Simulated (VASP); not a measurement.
# MnS (P6_3mc) in VASP: notebook, part 2 of 2

VASP 6.6.1. Earlier steps stand in the parts before.

## (4) Single point, PBE+U, collinear spin, antiferromagnetic start

File INCAR:

```
SYSTEM = MnS
ALGO     = Normal         ! electronic algorithm
EDIFF    = 1E-6           ! SCF threshold, eV
ENCUT    = 520            ! plane-wave cutoff, eV
GGA      = PE             ! functional
ISIF     = 2              ! what is computed and relaxed
ISMEAR   = 0              ! smearing method
ISPIN    = 2              ! spin polarisation
LASPH    = .True.         ! aspherical terms in the spheres
LCHARG   = .False.        ! write CHGCAR
LDAU     = .True.         ! DFT+U
LDAUJ    = 0.9 0        
LDAUL    = 2 -1           ! shell
LDAUPRINT= 1            
LDAUTYPE = 1            
LDAUU    = 4 0            ! U, eV
LMAXMIX  = 4              ! l up to which the mixer works
LORBIT   = 11             ! projections on sites
LREAL    = .False.        ! projectors in reciprocal space
LWAVE    = .False.        ! write WAVECAR
MAGMOM   = 4.69 -4.69 -0.03 0.03 ! initial moments
NBANDS   = 31             ! bands
NELM     = 150            ! most SCF steps
PREC     = Accurate       ! precision mode
SIGMA    = 0.05           ! smearing width, eV
```

File KPOINTS:

```
k-points
0
Gamma
  6 6 3
  0 0 0
```

File POSCAR:

```
MnS
1.0
    3.9760016100      0.0000000000      0.0000000000
   -1.9880008000      3.4433184000      0.0000000000
    0.0000000000      0.0000000000      6.4320005000
Mn S
2 2
Direct
    0.3333333333      0.6666666667      0.0000000000
    0.6666666667      0.3333333333      0.5000000000
    0.3333333333      0.6666666667      0.3850000000
    0.6666666667      0.3333333333      0.8850000000
```

Potentials or basis: VASP PAW PBE potentials, release 64 (Mn_pv, S).

Command:

```sh
$ cat potpaw_PBE.64/Mn_pv/POTCAR potpaw_PBE.64/S/POTCAR > POTCAR
$ mpirun -np 1 vasp_std > vasp.out
```

OUTCAR:

```text
SYSTEM = MnS
   EDIFF = 1E-6
   ENCUT = 520
   GGA = PE
   ISIF = 2
   ISMEAR = 0
   ISPIN = 2
   LASPH = .True.
   LORBIT = 11
   LREAL = .False.
   NELM = 150
   PREC = Accurate

 ion  position               nearest neighbor table
   1  0.333  0.667  0.000-   4 2.41   4 2.41   4 2.41   3 2.48
   2  0.667  0.333  0.500-   3 2.41   3 2.41   3 2.41   4 2.48
   3  0.333  0.667  0.385-   2 2.41   2 2.41   2 2.41   1 2.48
   4  0.667  0.333  0.885-   1 2.41   1 2.41   1 2.41   2 2.48

  LATTYP: Found a hexagonal cell.
 ALAT       =     3.9760016100
 C/A-ratio  =     1.6177057081
[... 1242 lines left out ...]
      direct lattice vectors                 reciprocal lattice vectors
     3.976001610  0.000000000  0.000000000     0.251508952  0.145208761  0.000000000
    -1.988000800  3.443318400  0.000000000     0.000000000  0.290417523  0.000000000
     0.000000000  0.000000000  6.432000500     0.000000000  0.000000000  0.155472625

 POSITION                                       TOTAL-FORCE (eV/Angst)
 -----------------------------------------------------------------------------------
      0.00000      2.29555      0.00000         0.000000     -0.000000      0.377367
      1.98800      1.14777      3.21600        -0.000000      0.000000      0.377367
      0.00000      2.29555      2.47632         0.000000     -0.000000     -0.377367
      1.98800      1.14777      5.69232        -0.000000      0.000000     -0.377367
 -----------------------------------------------------------------------------------
    total drift:                               -0.000001     -0.000000      0.000337

  FREE ENERGIE OF THE ION-ELECTRON SYSTEM (eV)
  ---------------------------------------------------
  free  energy   TOTEN  =       -26.4763912295 eV

  energy  without entropy=      -26.4763912295  energy(sigma->0) =      -26.47639123

 total charge

# of ion       s       p       d       tot
------------------------------------------
    1        0.261   6.210   4.894  11.366
    2        0.261   6.210   4.894  11.366
    3        1.312   2.479   0.000   3.790
    4        1.312   2.479   0.000   3.790
--------------------------------------------------
tot          3.146  17.378   9.788  30.313

 magnetization (x)

# of ion       s       p       d       tot
------------------------------------------
    1        0.038   0.050   4.382   4.470
    2       -0.038  -0.050  -4.382  -4.470
    3       -0.002  -0.010   0.000  -0.013
    4        0.002   0.010   0.000   0.013
--------------------------------------------------
tot         -0.000   0.000  -0.000  -0.000
```

OSZICAR:

```text
N       E                     dE             d eps       ncg     rms          rms(c)
DAV:   1     0.379647962592E+03    0.37965E+03   -0.20854E+04  1832   0.127E+03
DAV:   2     0.203705396098E+00   -0.37944E+03   -0.36086E+03  1799   0.367E+02
DAV:   3    -0.262850550068E+02   -0.26489E+02   -0.26154E+02  2088   0.104E+02
DAV:   4    -0.268766955489E+02   -0.59164E+00   -0.59076E+00  1990   0.158E+01
DAV:   5    -0.268874678146E+02   -0.10772E-01   -0.10771E-01  2087   0.239E+00    0.144E+01
DAV:   6    -0.257607387697E+02    0.11267E+01   -0.12361E+01  1820   0.362E+01    0.149E+01
DAV:   7    -0.264620993689E+02   -0.70136E+00   -0.25105E+00  1792   0.105E+01    0.923E+00
DAV:   8    -0.264675416060E+02   -0.54422E-02   -0.18607E-01  2058   0.379E+00    0.497E+00
DAV:   9    -0.264697207439E+02   -0.21791E-02   -0.38666E-02  1946   0.159E+00    0.521E-01
DAV:  10    -0.264754730290E+02   -0.57523E-02   -0.73655E-03  1970   0.122E+00    0.337E-01
DAV:  11    -0.264759974315E+02   -0.52440E-03   -0.12568E-03  2030   0.233E-01    0.205E-01
DAV:  12    -0.264762568521E+02   -0.25942E-03   -0.31387E-04  1831   0.976E-02    0.106E-01
DAV:  13    -0.264763828789E+02   -0.12603E-03   -0.74427E-05  1883   0.791E-02    0.384E-02
DAV:  14    -0.264763860076E+02   -0.31287E-05   -0.33385E-05  2045   0.282E-02    0.143E-02
DAV:  15    -0.264763904817E+02   -0.44741E-05   -0.54460E-06  1820   0.139E-02    0.587E-03
DAV:  16    -0.264763912295E+02   -0.74781E-06   -0.37626E-07  1399   0.412E-03
   1 F= -.26476391E+02 E0= -.26476391E+02  d E =-.101675E-15  mag=    -0.0000
```

It took 80 s on 1 thread of Intel Xeon Platinum 8375C at 2.90GHz (Ice Lake), shared host; peak memory 0.25 GiB.

Results:

```yaml
Free_energy: -26.4764 eV
Pressure: 3.0 GPa
Largest_force: 0.377 eV/Å
Band_gap_on_the_k_mesh: 2.02 eV (least direct gap 2.20 eV)
Net_moment: 0.00 μB per cell
Site_moments: Mn +4.47, -4.47; S -0.01, +0.01 μB
Valence_electrons_inside_the_program's_atomic_spheres: Mn 11.37; S 3.79
```

Forces on the atoms (eV/Å):
```
Mn   0.000  0.000  0.377
Mn   0.000  0.000  0.377
S    0.000  0.000 -0.377
S    0.000  0.000 -0.377
```

Levels at points of the mesh, in eV from the valence-band top:
Spin up:
| k point | band 15 | band 16 | band 17 | band 18 | band 19 | band 20 | band 21 | band 22 | band 23 | band 24 |
| --- | --- | --- | --- | --- | --- | --- | --- | --- | --- | --- |
| (0.00, 0.00, 0.00) | -2.27 | -2.27 | -0.77 | 0.00 | 0.00 | 2.20 | 2.94 | 2.94 | 3.43 | 4.44 |
| (0.50, 0.00, 0.00) | -3.10 | -2.74 | -2.47 | -1.71 | -1.12 | 2.22 | 2.74 | 3.12 | 3.25 | 3.50 |
Spin down:
| k point | band 16 | band 17 | band 18 | band 19 | band 20 | band 21 | band 22 | band 23 |
| --- | --- | --- | --- | --- | --- | --- | --- | --- |
| (0.00, 0.00, 0.00) | -2.27 | -0.77 | 0.00 | 0.00 | 2.20 | 2.94 | 2.94 | 3.43 |
| (0.50, 0.00, 0.00) | -2.74 | -2.47 | -1.71 | -1.12 | 2.22 | 2.74 | 3.12 | 3.25 |

Eigenvalues of the final occupation matrices:
| site | spin | trace | eigenvalues |
| --- | --- | --- | --- |
| site 1 d | 1 | 4.65 | 0.93 0.93 0.93 0.93 0.93 |
| site 1 d | 2 | 0.26 | 0.02 0.02 0.07 0.07 0.08 |
| site 2 d | 1 | 0.26 | 0.02 0.02 0.07 0.07 0.08 |
| site 2 d | 2 | 4.65 | 0.93 0.93 0.93 0.93 0.93 |

Caveat: an odd mesh through Γ misses points on the zone boundary, where band edges can lie. The state reached can hang on the start; a lower one may exist.
